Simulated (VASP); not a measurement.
# Li2Hg (I4/mcm) in VASP: notebook

The runs below take Li2Hg through single point, relaxation of cell and atoms, with PBE.

Program: VASP 6.6.1. These are calculated values, not measurements. Logs are shortened: lines on timing, memory, paths and dates and some standing lists are left out, and cuts for length are marked.

## Step 1: The cell of the first run

It takes space group I4/mcm (No. 140, tetragonal). The conventional cell has a = 6.339 Å, b = 6.339 Å, c = 6.082 Å, α = 90.00°, β = 90.00°, γ = 90.00°. Within 3.7 Å of Li (site symmetry m2m) lie 4 Hg at 2.82 Å and 11 Li at 2.94 to 3.68 Å. Within 3.7 Å of Hg (site symmetry 422) lie 8 Li at 2.82 Å and 2 Hg at 3.04 Å.

## Step 2: Single point, PBE

The input, INCAR:

```
PREC = Accurate ; ENCUT = 520
EDIFF = 1E-6 ; ISMEAR = 0
SIGMA = 0.1 ; LREAL = False
LASPH = True ; NELM = 100
ALGO = Fast ; ISIF = 2
LWAVE = False ; LCHARG = False
GGA = PE ; NBANDS = 27
```

The input, KPOINTS:

```
regular mesh
0
Gamma
  8 8 8
```

The input, POSCAR:

```
Li2Hg
1.0
   -3.1694844927      3.1694844927      3.0410413465
    3.1694844927     -3.1694844927      3.0410413465
    3.1694844927      3.1694844927     -3.0410413465
Li Hg
4 2
Direct
    0.6638400786      0.1638400786      0.8276801571
    0.1638400786      0.3361599214      0.5000000000
    0.3361599214      0.8361599214      0.1723198429
    0.8361599214      0.6638400786      0.5000000000
    0.2500000000      0.2500000000      0.0000000000
    0.7500000000      0.7500000000      0.0000000000
```

Potentials or basis: VASP PAW PBE potentials, release 64 (Li_sv, Hg).

Run with:

```sh
$ cat potpaw_PBE.64/Li_sv/POTCAR potpaw_PBE.64/Hg/POTCAR > POTCAR
$ mpirun -np 1 vasp_std > vasp.out
```

OUTCAR:

```text
PREC = Accurate
   ENCUT = 520
   EDIFF = 1E-6
   ISMEAR = 0
   LREAL = False
   LASPH = True
   NELM = 100
   ISIF = 2
   GGA = PE

 ion  position               nearest neighbor table
   1  0.664  0.164  0.828-   5 2.82   6 2.82   5 2.82   6 2.82
   2  0.164  0.336  0.500-   5 2.82   5 2.82   6 2.82   6 2.82
   3  0.336  0.836  0.172-   5 2.82   6 2.82   5 2.82   6 2.82
   4  0.836  0.664  0.500-   6 2.82   6 2.82   5 2.82   5 2.82
   5  0.250  0.250  0.000-   3 2.82   1 2.82   2 2.82   2 2.82   4 2.82   4 2.82   3 2.82   1 2.82
                             6 3.04   6 3.04
   6  0.750  0.750  0.000-   3 2.82   1 2.82   4 2.82   4 2.82   2 2.82   2 2.82   1 2.82   3 2.82
                             5 3.04   5 3.04

  LATTYP: Found a body centered tetragonal cell.
 ALAT       =     6.3389689854
 C/A-ratio  =     0.9594750672

  Lattice vectors:

 A1 = (  -3.1694844927,   3.1694844927,   3.0410413465)
 A2 = (   3.1694844927,  -3.1694844927,   3.0410413465)
 A3 = (   3.1694844927,   3.1694844927,  -3.0410413465)

Analysis of symmetry for initial positions (statically):
=====================================================================
 Subroutine PRICEL returns:
 Original cell was already a primitive cell.

 Routine SETGRP: Setting up the symmetry group for a
 body centered tetragonal supercell.

 Subroutine GETGRP returns: Found 16 space group operations
 (whereof  8 operations were pure point group operations)
 out of a pool of 16 trial point group operations.

The static configuration has the point symmetry C_4h.
 The point group associated with its full space group is D_4h.

Analysis of symmetry for dynamics (positions and initial velocities):
=====================================================================
 Subroutine PRICEL returns:
 Original cell was already a primitive cell.

 Routine SETGRP: Setting up the symmetry group for a
 body centered tetragonal supercell.

 Subroutine GETGRP returns: Found 16 space group operations
 (whereof  8 operations were pure point group operations)
 out of a pool of 16 trial point group operations.

The dynamic configuration has the point symmetry C_4h.
 The point group associated with its full space group is D_4h.

 Subroutine INISYM returns: Found 16 space group operations
 (whereof  8 operations are pure point group operations),
 and found     1 'primitive' translations

----------------------------------------------------------------------------------------

                                     Primitive cell

  volume of cell :     122.1967

  direct lattice vectors                    reciprocal lattice vectors
    -3.169484493  3.169484493  3.041041347     0.000000000  0.157754361  0.164417363
     3.169484493 -3.169484493  3.041041347     0.157754361  0.000000000  0.164417363
     3.169484493  3.169484493 -3.041041347     0.157754361  0.157754361  0.000000000

  length of vectors
     5.416566843  5.416566843  5.416566843     0.227858526  0.227858526  0.223098356

  position of ions in fractional coordinates (direct lattice)
     0.663840079  0.163840079  0.827680157
     0.163840079  0.336159921  0.500000000
     0.336159921  0.836159921  0.172319843
     0.836159921  0.663840079  0.500000000
     0.250000000  0.250000000  0.000000000
     0.750000000  0.750000000  0.000000000

  ion indices of the primitive-cell ions
   primitive index   ion index
                 1           1
                 2           2
                 3           3
                 4           4
                 5           5
                 6           6

----------------------------------------------------------------------------------------

 KPOINTS: regular mesh

Automatic generation of k-mesh.
 Grid dimensions read from file:
 generate k-points for:    8    8    8

 Generating k-lattice:

  Cartesian coordinates                     Fractional coordinates (reciprocal lattice)
     0.000000000  0.019719295  0.020552170     0.125000000  0.000000000  0.000000000
     0.019719295  0.000000000  0.020552170     0.000000000  0.125000000  0.000000000
     0.019719295  0.019719295  0.000000000     0.000000000  0.000000000  0.125000000

  Length of vectors
     0.028482316  0.028482316  0.027887295

  Shift w.r.t. Gamma in fractional coordinates (k-lattice)
     0.000000000  0.000000000  0.000000000

 Subroutine IBZKPT returns following result:
 ===========================================

 Found     59 irreducible k-points:

 Following reciprocal coordinates:
            Coordinates               Weight
  0.000000  0.000000  0.000000      1.000000
  0.125000  0.000000  0.000000      8.000000
  0.250000  0.000000  0.000000      8.000000
  0.375000  0.000000  0.000000      8.000000
  0.500000  0.000000  0.000000      4.000000
  0.125000  0.125000  0.000000      8.000000
[... 16 lines left out ...]
  0.250000  0.125000  0.125000     16.000000
  0.375000  0.125000  0.125000      8.000000
 [... further k-points ...]
   k-points           NKPTS =     59   k-points in BZ     NKDIM =     59   number of bands    NBANDS=     27
   number of dos      NEDOS =    301   number of ions     NIONS =      6
   total plane-waves  NPLWV =  64000
   dimension x,y,z NGX =    40 NGY =   40 NGZ =   40
   dimension x,y,z NGXF=    80 NGYF=   80 NGZF=   80
   ions per type =               4   2
   NGX,Y,Z   is equivalent  to a cutoff of  12.28, 12.28, 12.28 a.u.
   NGXF,Y,Z  is equivalent  to a cutoff of  24.55, 24.55, 24.55 a.u.
 SYSTEM =  unknown system
   PREC   = accura    normal or accurate (medium, high low for compatibility)
   ISTART =      0    job   : 0-new  1-cont  2-samecut
   ICHARG =      2    charge: 1-file 2-atom 10-const
   ISPIN  =      1    spin polarized calculation?
   LNONCOLLINEAR =      F non collinear calculations
   LSORBIT =      F    spin-orbit coupling
   LASPH  =      T    aspherical Exc in radial PAW
   ENCUT  =  520.0 eV  38.22 Ry    6.18 a.u.  10.07 10.07 10.07*2*pi/ulx,y,z
   NELM   =    100;   NELMIN=  2; NELMDL= -5     # of ELM steps
   EDIFF  = 0.1E-05   stopping-criterion for ELM
   LREAL  =      F    real-space projection
   EDIFFG = 0.1E-04   stopping-criterion for IOM
   NSW    =      0    number of steps for IOM
   IBRION =     -1    ionic relax: 0-MD 1-quasi-New 2-CG
   NFREE  =      0    steps in history (QN), initial steepest desc. (CG)
   ISIF   =      2    stress and relaxation
   ISYM   =      2    0-nonsym 1-usesym 2-fastsym
   POTIM  = 0.5000    time-step for ionic-motion
   TEBEG  =    0.0;   TEEND  =   0.0 temperature during run
   PSTRESS=    0.0 pullay stress
   NELECT =      36.0000    total number of electrons
   NUPDOWN=      -1.0000    fix difference up-down
   EMIN   =  10.00;   EMAX   =-10.00  energy-range for DOS
   EFERMI =   0.00;   METHOD = LEGACY
   ISMEAR =     0;   SIGMA  =   0.10  broadening in eV -4-tet -1-fermi 0-gaus
   EFERMI_NEDOS =   21; number of points for ismear=-14 and -15
   IALGO  =     68    algorithm
   IMIX   =      4    mixing-type and parameters
     AMIX     =   0.40;   BMIX     =  1.00
     AMIX_MAG =   1.60;   BMIX_MAG =  1.00
  volume/ion in A,a.u.               =      20.37       137.44
  Fermi-wavevector in a.u.,A,eV,Ry     =   1.089321  2.058518 16.144943  1.186620
  Thomas-Fermi vector in A             =   2.225522
   LORBIT       =      0    0 simple, 1 ext, 2 COOP (PROOUT), +10 PAW based schemes
   GGA     = PE    functional components
   LHFCALC =     F    Hartree Fock is set to
   AEXX    =    0.0000 exact exchange contribution
   IVDW    =     0    specifies the selected vdW correction
   LEPSILON=     F    determine dielectric tensor
   LRPA    =     F    only Hartree local field effects (RPA)
 non-spin polarized calculation
 RMM-DIIS sequential band-by-band and
 Gauss-broadening in eV      SIGMA  =   0.10
  energy-cutoff  :      520.00
  volume of cell :      122.20
 maximum number of plane-waves:      3314
   NGX = 21   NGY = 21   NGZ = 21

 number of electron      35.9999977 magnetization

 Free energy of the ion-electron system (eV)
  ---------------------------------------------------
  ext. energy  EPLUGINS =         0.00000000
  ---------------------------------------------------
  free energy    TOTEN  =        -9.51701785 eV

  energy without entropy =       -9.50808961  energy(sigma->0) =       -9.51255373

 E-fermi :   1.6751     XC(G=0):  -8.5582

 val. band max:        1.6632630326   @ k =  -0.3750   0.1250   0.0000
 cond. band min:       1.6812206844   @ k =  -0.3750   0.3750   0.0000
 fundamental gap:      0.0179576518
 Fermi energy:         1.6750996346

 k-point     1 :       0.0000    0.0000    0.0000
  band No.  band energies     occupation
      1     -44.9115      2.00000
      2     -44.9060      2.00000
      3     -44.9023      2.00000
      4     -44.9023      2.00000
      5      -6.6123      2.00000
      6      -6.0579      2.00000
[... 19 lines left out ...]
     26       6.9073      0.00000
     27       7.6687      0.00000

 k-point     2 :       0.1250    0.0000    0.0000
  band No.  band energies     occupation
      1     -44.9112      2.00000
      2     -44.9061      2.00000
      3     -44.9024      2.00000
      4     -44.9024      2.00000
      5      -6.5343      2.00000
      6      -6.0274      2.00000
[... 19 lines left out ...]
     26       7.2916      0.00000
     27       7.8349      0.00000

 k-point     3 :       0.2500    0.0000    0.0000
  band No.  band energies     occupation
      1     -44.9104      2.00000
      2     -44.9064      2.00000
      3     -44.9027      2.00000
      4     -44.9026      2.00000
      5      -6.3142      2.00000
      6      -5.9389      2.00000
[... 19 lines left out ...]
     26       8.1963      0.00000
     27       8.4202      0.00000

 k-point     4 :       0.3750    0.0000    0.0000
  band No.  band energies     occupation
      1     -44.9092      2.00000
      2     -44.9070      2.00000
      3     -44.9029      2.00000
      4     -44.9028      2.00000
      5      -5.9951      2.00000
      6      -5.8009      2.00000
[... 19 lines left out ...]
     26       7.7088      0.00000
     27       8.8204      0.00000

 k-point     5 :       0.5000    0.0000    0.0000
  band No.  band energies     occupation
      1     -44.9080      2.00000
      2     -44.9080      2.00000
      3     -44.9029      2.00000
      4     -44.9029      2.00000
      5      -5.6461      2.00000
      6      -5.6461      2.00000
[... 19 lines left out ...]
     26       8.8933      0.00000
     27       9.4019      0.00000

 k-point     6 :       0.1250    0.1250    0.0000
  band No.  band energies     occupation
      1     -44.9107      2.00000
      2     -44.9061      2.00000
      3     -44.9027      2.00000
      4     -44.9026      2.00000
      5      -6.3141      2.00000
      6      -5.9438      2.00000
[... 444 lines left out ...]
      1     -44.9088      2.00000
      2     -44.9068      2.00000
      3     -44.9041      2.00000
      4     -44.9023      2.00000
      5      -6.6089      2.00000
      6      -6.0613      2.00000
[... 19 lines left out ...]
     26       9.1105      0.00000
     27       9.1822      0.00000

 k-point    22 :       0.1250    0.1250    0.1250
  band No.  band energies     occupation
      1     -44.9099      2.00000
      2     -44.9066      2.00000
      3     -44.9030      2.00000
      4     -44.9026      2.00000
      5      -6.3144      2.00000
      6      -5.9452      2.00000
[... 19 lines left out ...]
     26       7.9794      0.00000
     27       8.4400      0.00000

 k-point    23 :       0.2500    0.1250    0.1250
  band No.  band energies     occupation
      1     -44.9089      2.00000
      2     -44.9071      2.00000
      3     -44.9031      2.00000
      4     -44.9028      2.00000
      5      -5.9949      2.00000
      6      -5.8119      2.00000
[... 19 lines left out ...]
     26       7.9172      0.00000
     27       8.7323      0.00000

 k-point    24 :       0.3750    0.1250    0.1250
  band No.  band energies     occupation
      1     -44.9079      2.00000
      2     -44.9079      2.00000
      3     -44.9031      2.00000
      4     -44.9031      2.00000
      5      -5.6571      2.00000
      6      -5.6571      2.00000
[... 19 lines left out ...]
     26       8.0555      0.00000
     27       8.6095      0.00000

 [... further k-points ...]

------------------------ aborting loop because EDIFF is reached ----------------------------------------

  FORCE on cell =-STRESS in cart. coord.  units (eV):
  Direction    XX          YY          ZZ          XY          YZ          ZX
  --------------------------------------------------------------------------------------
  -------------------------------------------------------------------------------------
  Total       -0.0380395     -0.0380395      0.0391661      0.0000000      0.0000000      0.0000000
  in kB       -0.4987537     -0.4987537      0.5135244      0.0000000      0.0000000      0.0000000
  external PRESSURE =      -0.1613277 kB  Pullay stress =       0.0000000 kB

 VOLUME and BASIS-vectors are now :
 -----------------------------------------------------------------------------
  energy-cutoff  :      520.00
  volume of cell :      122.20
      direct lattice vectors                 reciprocal lattice vectors
    -3.169484493  3.169484493  3.041041347     0.000000000  0.157754361  0.164417363
     3.169484493 -3.169484493  3.041041347     0.157754361  0.000000000  0.164417363
     3.169484493  3.169484493 -3.041041347     0.157754361  0.157754361  0.000000000

 POSITION                                       TOTAL-FORCE (eV/Angst)
 -----------------------------------------------------------------------------------
      1.03858      4.20806      0.00000         0.004735      0.004735      0.000000
      2.13091      1.03858      0.00000        -0.004735      0.004735     -0.000000
      2.13091     -1.03858      3.04104        -0.004735     -0.004735     -0.000000
      1.03858      2.13091      3.04104         0.004735     -0.004735     -0.000000
      0.00000      0.00000      1.52052        -0.000000      0.000000      0.000000
      0.00000      0.00000      4.56156        -0.000000      0.000000      0.000000
 -----------------------------------------------------------------------------------
    total drift:                                0.000000     -0.000000      0.000000

  FREE ENERGIE OF THE ION-ELECTRON SYSTEM (eV)
  ---------------------------------------------------
  free  energy   TOTEN  =        -9.5170178547 eV

  energy  without entropy=       -9.5080896126  energy(sigma->0) =       -9.51255373
```

Wall time 2.5 min (1 thread of Intel Xeon 6975P-C (Granite Rapids), shared host); peak memory 0.34 GiB.

Results:

```
Free energy            : -9.5170 eV
Largest force          : 0.007 eV/Å
Band gap on the k mesh : zero (bands 18 and 19 overlap by 1.96 eV)
```

Forces in eV/Å, atoms in the order of the input:
```
Li   0.005  0.005  0.000
Li  -0.005  0.005  0.000
Li  -0.005 -0.005  0.000
Li   0.005 -0.005  0.000
Hg   0.000  0.000  0.000
Hg   0.000  0.000  0.000
```

Levels at points of the mesh, in eV from the Fermi level:
| k point | band 14 | band 15 | band 16 | band 17 | band 18 | band 19 | band 20 | band 21 | band 22 | band 23 |
| --- | --- | --- | --- | --- | --- | --- | --- | --- | --- | --- |
| (0.00, 0.00, 0.00) | -6.75 | -6.50 | -1.14 | -0.56 | 0.65 | 0.65 | 1.06 | 1.06 | 1.75 | 2.25 |
| (0.50, 0.00, 0.00) | -7.21 | -5.42 | -5.42 | -0.34 | -0.34 | 0.57 | 0.57 | 3.65 | 3.65 | 4.49 |
| (0.50, 0.50, 0.00) | -6.61 | -6.03 | -2.64 | -2.06 | -0.95 | -0.11 | 1.45 | 2.25 | 4.34 | 4.97 |
| (0.50, 0.50, 0.50) | -6.82 | -5.48 | -2.97 | -1.48 | -1.48 | -1.30 | -0.08 | 4.68 | 4.68 | 5.18 |

Caveat: the cutoff is under 1.25 times the usual one of these potentials, so pressure, stress and relaxed cells hold a basis-set (Pulay) error; spin-orbit coupling is left out, which moves the levels of the heavy elements.

## Step 3: Relaxation of cell and atoms, PBE

This run uses another cell than the first one, of 20.52 Å³/atom.

The input, INCAR:

```
SYSTEM = Li2Hg
ALGO = Fast
EDIFF = 1E-6
EDIFFG = -0.01
ENCUT = 600
GGA = PE
IBRION = 2
ISIF = 3
ISMEAR = 0
LASPH = .True.
LCHARG = .False.
LREAL = .False.
LWAVE = .False.
NELM = 80
NSW = 100
PREC = Accurate
SIGMA = 0.1
```

The input, KPOINTS:

```
k-points
0
Gamma
  8 8 8
  0 0 0
```

The input, POSCAR:

```
Li2Hg
1.0
   -3.2053988422      3.2053988422      2.9962386271
    3.2053988422     -3.2053988422      2.9962386271
    3.2053988422      3.2053988422     -2.9962386271
Li Hg
4 2
Direct
    0.6640098915      0.1640098915      0.8280197829
    0.1640098915      0.3359901085      0.5000000000
    0.3359901085      0.8359901085      0.1719802171
    0.8359901085      0.6640098915      0.5000000000
    0.2500000000      0.2500000000      0.0000000000
    0.7500000000      0.7500000000      0.0000000000
```

Potentials or basis: VASP PAW PBE potentials, release 64 (Li_sv, Hg).

Run with:

```sh
$ cat potpaw_PBE.64/Li_sv/POTCAR potpaw_PBE.64/Hg/POTCAR > POTCAR
$ mpirun -np 1 vasp_std > vasp.out
```

Wall time 11 min (1 thread of Intel Xeon 6975P-C (Granite Rapids), shared host); peak memory 0.46 GiB.

Results (log left out):

```
Free energy                           : -9.5167 eV
Relaxed volume                        : 20.34 Å³/atom
Relaxed cell                          : a = 5.414 Å, b = 5.414 Å, c = 5.414 Å, α = 108.50°, β = 108.50°, γ = 111.43°
Space group after relaxing (to 0.1 Å) : I4/mcm (No. 140)
Energy gained by relaxing             : 1.1 meV/atom
Ionic steps                           : 6
Pressure after relaxing               : 0.0 GPa
Largest force after relaxing          : 0.004 eV/Å
Band gap on the k mesh                : zero (bands 18 and 19 overlap by 1.99 eV)
```

Forces in eV/Å, atoms in the order of the input:
```
Li   0.003  0.003  0.000
Li  -0.003  0.003  0.000
Li  -0.003 -0.003  0.000
Li   0.003 -0.003  0.000
Hg   0.000  0.000  0.000
Hg   0.000  0.000  0.000
```

The path:
| step | energy change (eV) | largest force (eV/Å) | pressure (GPa) | volume (Å³) |
| --- | --- | --- | --- | --- |
| 1 | 0.0000 | 0.0002 | -0.05 | 123.14 |
| 2 | -0.0022 | 0.0013 | -0.07 | 123.02 |
| 3 | -0.0059 | 0.0052 | -0.09 | 122.66 |
| 4 | -0.0033 | 0.0142 | -0.08 | 121.86 |
| 5 | -0.0065 | 0.0075 | -0.09 | 122.43 |
| 6 | -0.0066 | 0.0036 | -0.02 | 122.02 |

Final structure:
```yaml
crystal:
  lattice:
    - [-3.16294, 3.16294, 3.04933]
    - [3.16294, -3.16294, 3.04933]
    - [3.16294, 3.16294, -3.04933]
  atoms:
    - { symbol: Li, position: [0.66410, 0.16410, 0.82819] }
    - { symbol: Li, position: [0.16410, 0.33590, 0.50000] }
    - { symbol: Li, position: [0.33590, 0.83590, 0.17181] }
    - { symbol: Li, position: [0.83590, 0.66410, 0.50000] }
    - { symbol: Hg, position: [0.25000, 0.25000, 0.00000] }
    - { symbol: Hg, position: [0.75000, 0.75000, 0.00000] }
```

Levels at points of the mesh, in eV from the Fermi level:
```
           k point  band 16  band 17  band 18  band 19  band 20  band 21
(0.00, 0.00, 0.00)    -1.17    -0.57     0.68     0.68     1.05     1.05
(0.50, 0.00, 0.00)    -5.41    -0.33    -0.33     0.59     0.59     3.64
(0.50, 0.50, 0.00)    -2.63    -2.09    -0.95    -0.12     1.48     2.25
(0.50, 0.50, 0.50)    -3.01    -1.47    -1.47    -1.31    -0.06     4.69
```

Caveat: the cutoff is under 1.25 times the usual one of these potentials, so pressure, stress and relaxed cells hold a basis-set (Pulay) error; spin-orbit coupling is left out, which moves the levels of the heavy elements.

The gap in the log of VASP goes by the Fermi energy; the results here count the filled bands.